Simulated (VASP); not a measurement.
# MgO (Periclase) (Fm-3m) in VASP: notebook

Aim: see how the results for MgO (Periclase) move with the level of theory and the settings. Levels: BLYP, RPBE, revPBE, PBEsol. Tasks: single point.

Program: VASP 6.6.1. These are calculated values, not measurements. Logs are shortened: lines on timing, memory, paths and dates and some standing lists are left out, and cuts for length are marked.

**Measured values to compare with.**

“Electronic structure of alkaline earth and post-transition metal oxides”, 2009, arxiv:0908.1581 quotes, for a bulk crystal of MgO: band gap 7.83 eV.

The results are compared with them further down.

### Step 1. The cell of the first run

Symmetry: Fm-3m, No. 225, cubic system. Conventional cell: a = 4.217 Å, b = 4.217 Å, c = 4.217 Å, α = 90.00°, β = 90.00°, γ = 90.00°. Within 2.8 Å of Mg (site symmetry m-3m) lie 6 O at 2.11 Å. Within 2.8 Å of O (site symmetry m-3m) lie 6 Mg at 2.11 Å.

### Step 2. Single point, BLYP

Contents of INCAR:

```
PREC = Accurate ; ENCUT = 520
EDIFF = 1E-7 ; ISMEAR = 0
SIGMA = 0.01 ; LREAL = False
LASPH = True ; NELM = 60
ALGO = Normal ; ISIF = 2
LWAVE = False ; LCHARG = False
GGA = B5 ; ALDAX = 1.0
AGGAX = 1.0 ; AGGAC = 1.0
ALDAC = 0.0 ; NBANDS = 11
```

Contents of KPOINTS:

```
regular mesh
0
Gamma
  8 8 8
```

Contents of POSCAR:

```
MgO
1.0
    2.9818690000      0.0000000000      0.0000000000
    1.4909345000      2.5823743048      0.0000000000
    1.4909345000      0.8607914349      2.4346858433
Mg O
1 1
Direct
    0.0000000000      0.0000000000      0.0000000000
    0.5000000000      0.5000000000      0.5000000000
```

Potentials or basis: VASP PAW PBE potentials, release 64 (Mg, O).

Command:

```bash
cat potpaw_PBE.64/Mg/POTCAR potpaw_PBE.64/O/POTCAR > POTCAR
mpirun -np 1 vasp_std > vasp.out
```

OUTCAR:

```text
PREC = Accurate
   ENCUT = 520
   EDIFF = 1E-7
   ISMEAR = 0
   LREAL = False
   LASPH = True
   NELM = 60
   ISIF = 2
   GGA = B5

 ion  position               nearest neighbor table
   1  0.000  0.000  0.000-   2 2.11   2 2.11   2 2.11   2 2.11   2 2.11   2 2.11
   2  0.500  0.500  0.500-   1 2.11   1 2.11   1 2.11   1 2.11   1 2.11   1 2.11

  LATTYP: Found a face centered cubic cell.
 ALAT       =     4.2169995811

  Lattice vectors:

 A1 = (   2.9818690000,   0.0000000000,   0.0000000000)
 A2 = (   1.4909345000,   2.5823743048,   0.0000000000)
 A3 = (   1.4909345000,   0.8607914349,   2.4346858433)

Analysis of symmetry for initial positions (statically):
=====================================================================
 Subroutine PRICEL returns:
 Original cell was already a primitive cell.

 Routine SETGRP: Setting up the symmetry group for a
 face centered cubic supercell.

 Subroutine GETGRP returns: Found 48 space group operations
 (whereof 48 operations were pure point group operations)
 out of a pool of 48 trial point group operations.

The static configuration has the point symmetry O_h .

Analysis of symmetry for dynamics (positions and initial velocities):
=====================================================================
 Subroutine PRICEL returns:
 Original cell was already a primitive cell.

 Routine SETGRP: Setting up the symmetry group for a
 face centered cubic supercell.

 Subroutine GETGRP returns: Found 48 space group operations
 (whereof 48 operations were pure point group operations)
 out of a pool of 48 trial point group operations.

The dynamic configuration has the point symmetry O_h .

 Subroutine INISYM returns: Found 48 space group operations
 (whereof 48 operations are pure point group operations),
 and found     1 'primitive' translations

----------------------------------------------------------------------------------------

                                     Primitive cell

  volume of cell :      18.7478

  direct lattice vectors                    reciprocal lattice vectors
     2.981869000  0.000000000  0.000000000     0.335360138 -0.193620266 -0.136910203
     1.490934500  2.582374305  0.000000000     0.000000000  0.387240532 -0.136910203
     1.490934500  0.860791435  2.434685843     0.000000000  0.000000000  0.410730609

  length of vectors
     2.981869000  2.981869000  2.981869000     0.410730609  0.410730609  0.410730609

  position of ions in fractional coordinates (direct lattice)
     0.000000000  0.000000000  0.000000000
     0.500000000  0.500000000  0.500000000

  ion indices of the primitive-cell ions
   primitive index   ion index
                 1           1
                 2           2

----------------------------------------------------------------------------------------

 KPOINTS: regular mesh

Automatic generation of k-mesh.
 Grid dimensions read from file:
 generate k-points for:    8    8    8

 Generating k-lattice:

  Cartesian coordinates                     Fractional coordinates (reciprocal lattice)
     0.041920017 -0.024202533 -0.017113775     0.125000000  0.000000000 -0.000000000
     0.000000000  0.048405067 -0.017113775     0.000000000  0.125000000 -0.000000000
     0.000000000  0.000000000  0.051341326     0.000000000  0.000000000  0.125000000

  Length of vectors
     0.051341326  0.051341326  0.051341326

  Shift w.r.t. Gamma in fractional coordinates (k-lattice)
     0.000000000  0.000000000  0.000000000

 Subroutine IBZKPT returns following result:
 ===========================================

 Found     29 irreducible k-points:

 Following reciprocal coordinates:
            Coordinates               Weight
  0.000000  0.000000  0.000000      1.000000
  0.125000 -0.000000 -0.000000      8.000000
  0.250000 -0.000000 -0.000000      8.000000
  0.375000  0.000000  0.000000      8.000000
  0.500000 -0.000000 -0.000000      4.000000
  0.125000  0.125000  0.000000      6.000000
[... 16 lines left out ...]
  0.500000  0.250000  0.125000     48.000000
 -0.375000  0.250000  0.125000     24.000000
 [... further k-points ...]
   k-points           NKPTS =     29   k-points in BZ     NKDIM =     29   number of bands    NBANDS=     11
   number of dos      NEDOS =    301   number of ions     NIONS =      2
   total plane-waves  NPLWV =  13824
   dimension x,y,z NGX =    24 NGY =   24 NGZ =   24
   dimension x,y,z NGXF=    48 NGYF=   48 NGZF=   48
   ions per type =               1   1
   NGX,Y,Z   is equivalent  to a cutoff of  13.38, 13.38, 13.38 a.u.
   NGXF,Y,Z  is equivalent  to a cutoff of  26.76, 26.76, 26.76 a.u.
 SYSTEM =  unknown system
   PREC   = accura    normal or accurate (medium, high low for compatibility)
   ISTART =      0    job   : 0-new  1-cont  2-samecut
   ICHARG =      2    charge: 1-file 2-atom 10-const
   ISPIN  =      1    spin polarized calculation?
   LNONCOLLINEAR =      F non collinear calculations
   LSORBIT =      F    spin-orbit coupling
   LASPH  =      T    aspherical Exc in radial PAW
   ENCUT  =  520.0 eV  38.22 Ry    6.18 a.u.   5.54  5.54  5.54*2*pi/ulx,y,z
   NELM   =     60;   NELMIN=  2; NELMDL= -5     # of ELM steps
   EDIFF  = 0.1E-06   stopping-criterion for ELM
   LREAL  =      F    real-space projection
   EDIFFG = 0.1E-05   stopping-criterion for IOM
   NSW    =      0    number of steps for IOM
   IBRION =     -1    ionic relax: 0-MD 1-quasi-New 2-CG
   NFREE  =      0    steps in history (QN), initial steepest desc. (CG)
   ISIF   =      2    stress and relaxation
   ISYM   =      2    0-nonsym 1-usesym 2-fastsym
   POTIM  = 0.5000    time-step for ionic-motion
   TEBEG  =    0.0;   TEEND  =   0.0 temperature during run
   PSTRESS=    0.0 pullay stress
   NELECT =       8.0000    total number of electrons
   NUPDOWN=      -1.0000    fix difference up-down
   EMIN   =  10.00;   EMAX   =-10.00  energy-range for DOS
   EFERMI =   0.00;   METHOD = LEGACY
   ISMEAR =     0;   SIGMA  =   0.01  broadening in eV -4-tet -1-fermi 0-gaus
   EFERMI_NEDOS =   21; number of points for ismear=-14 and -15
   IALGO  =     38    algorithm
   IMIX   =      4    mixing-type and parameters
     AMIX     =   0.40;   BMIX     =  1.00
     AMIX_MAG =   1.60;   BMIX_MAG =  1.00
  volume/ion in A,a.u.               =       9.37        63.26
  Fermi-wavevector in a.u.,A,eV,Ry     =   1.232503  2.329093 20.668111  1.519063
  Thomas-Fermi vector in A             =   2.367270
   LORBIT       =      0    0 simple, 1 ext, 2 COOP (PROOUT), +10 PAW based schemes
   GGA     = B5    functional components
   LHFCALC =     F    Hartree Fock is set to
   AEXX    =    0.0000 exact exchange contribution
   IVDW    =     0    specifies the selected vdW correction
   LEPSILON=     F    determine dielectric tensor
   LRPA    =     F    only Hartree local field effects (RPA)
 non-spin polarized calculation
 Gauss-broadening in eV      SIGMA  =   0.01
  energy-cutoff  :      520.00
  volume of cell :       18.75
 maximum number of plane-waves:       531
 NGX is ok and might be reduce to    24
   NGX = 11   NGY = 11   NGZ = 11

 number of electron       8.0000005 magnetization

 Free energy of the ion-electron system (eV)
  ---------------------------------------------------
  ext. energy  EPLUGINS =         0.00000000
  ---------------------------------------------------
  free energy    TOTEN  =       -11.33782551 eV

  energy without entropy =      -11.33782551  energy(sigma->0) =      -11.33782551

 E-fermi :   3.5532     XC(G=0): -10.5737

 val. band max:        3.4777873644   @ k =   0.0000   0.0000   0.0000
 cond. band min:       8.4578676027   @ k =   0.0000   0.0000   0.0000
 fundamental gap:      4.9800802383
 Fermi energy:         3.5531677975

 k-point     1 :       0.0000    0.0000    0.0000
  band No.  band energies     occupation
      1     -13.6465      2.00000
      2       3.4778      2.00000
      3       3.4778      2.00000
      4       3.4778      2.00000
      5       8.4579      0.00000
      6      19.4420      0.00000
      7      19.4420      0.00000
      8      19.4420      0.00000
      9      23.8466      0.00000
     10      24.9661      0.00000
     11      24.9661      0.00000

 k-point     2 :       0.1250   -0.0000   -0.0000
  band No.  band energies     occupation
      1     -13.4855      2.00000
      2       2.5629      2.00000
      3       3.3769      2.00000
      4       3.3769      2.00000
      5       9.3408      0.00000
      6      17.8759      0.00000
      7      19.7941      0.00000
      8      19.7941      0.00000
      9      24.0032      0.00000
     10      24.0032      0.00000
     11      25.7734      0.00000

 k-point     3 :       0.2500   -0.0000   -0.0000
  band No.  band energies     occupation
      1     -13.0677      2.00000
      2       0.8983      2.00000
      3       3.1440      2.00000
      4       3.1440      2.00000
      5      10.7893      0.00000
      6      16.3327      0.00000
      7      20.2480      0.00000
      8      20.2480      0.00000
      9      23.6570      0.00000
     10      23.6570      0.00000
     11      25.5769      0.00000

 k-point     4 :       0.3750    0.0000    0.0000
  band No.  band energies     occupation
      1     -12.5973      2.00000
      2      -0.4858      2.00000
      3       2.9245      2.00000
      4       2.9245      2.00000
      5      11.5663      0.00000
      6      16.0488      0.00000
      7      20.0322      0.00000
      8      20.0322      0.00000
      9      24.7909      0.00000
     10      25.0181      0.00000
     11      25.0181      0.00000
[... 239 lines left out ...]
 k-point    22 :       0.3750    0.2500    0.1250
  band No.  band energies     occupation
      1     -12.7690      2.00000
      2       0.5505      2.00000
      3       2.3594      2.00000
      4       2.8762      2.00000
      5      12.1534      0.00000
      6      15.2983      0.00000
      7      18.6132      0.00000
      8      21.0902      0.00000
      9      21.7176      0.00000
     10      25.9635      0.00000
     11      29.3843      0.00000

 k-point    23 :       0.5000    0.2500    0.1250
  band No.  band energies     occupation
      1     -12.3991      2.00000
      2      -0.1301      2.00000
      3       1.8048      2.00000
      4       2.6287      2.00000
      5      13.2050      0.00000
      6      15.3944      0.00000
      7      17.4525      0.00000
      8      20.6811      0.00000
      9      23.2799      0.00000
     10      25.9746      0.00000
     11      29.5554      0.00000

 k-point    24 :      -0.3750    0.2500    0.1250
  band No.  band energies     occupation
      1     -12.2348      2.00000
      2      -0.4197      2.00000
      3       1.6053      2.00000
      4       2.5113      2.00000
      5      13.4303      0.00000
      6      15.8613      0.00000
      7      17.0395      0.00000
      8      20.4369      0.00000
      9      24.1288      0.00000
     10      25.6479      0.00000
     11      29.7024      0.00000

 [... further k-points ...]
[... 5 lines left out ...]
  --------------------------------------------------------------------------------------
  -------------------------------------------------------------------------------------
  Total        0.6795813      0.6795813      0.6795813      0.0000000     -0.0000000      0.0000000
  in kB       58.0766166     58.0766166     58.0766166      0.0000000     -0.0000000      0.0000000
  external PRESSURE =      58.0766166 kB  Pullay stress =       0.0000000 kB

 VOLUME and BASIS-vectors are now :
 -----------------------------------------------------------------------------
  energy-cutoff  :      520.00
  volume of cell :       18.75
      direct lattice vectors                 reciprocal lattice vectors
     2.981869000  0.000000000  0.000000000     0.335360138 -0.193620266 -0.136910203
     1.490934500  2.582374305  0.000000000     0.000000000  0.387240532 -0.136910203
     1.490934500  0.860791435  2.434685843     0.000000000  0.000000000  0.410730609

 POSITION                                       TOTAL-FORCE (eV/Angst)
 -----------------------------------------------------------------------------------
      0.00000      0.00000      0.00000        -0.000000     -0.000000      0.000000
      2.98187      1.72158      1.21734         0.000000      0.000000      0.000000
 -----------------------------------------------------------------------------------
    total drift:                               -0.000000      0.000000     -0.000000

  FREE ENERGIE OF THE ION-ELECTRON SYSTEM (eV)
  ---------------------------------------------------
  free  energy   TOTEN  =       -11.3378255142 eV

  energy  without entropy=      -11.3378255142  energy(sigma->0) =      -11.33782551
```

It took 27 s on 1 thread of Intel Xeon 8259CL, shared host; peak memory 0.14 GiB.

Results:

* Free energy: -11.3378 eV
* Pressure: 5.8 GPa
* Band gap on the k mesh: 4.98 eV, direct

Caveat: the PAW data sets were made with another functional, which shifts forces and pressure a little.

(Part 1 of 2 ends here.)
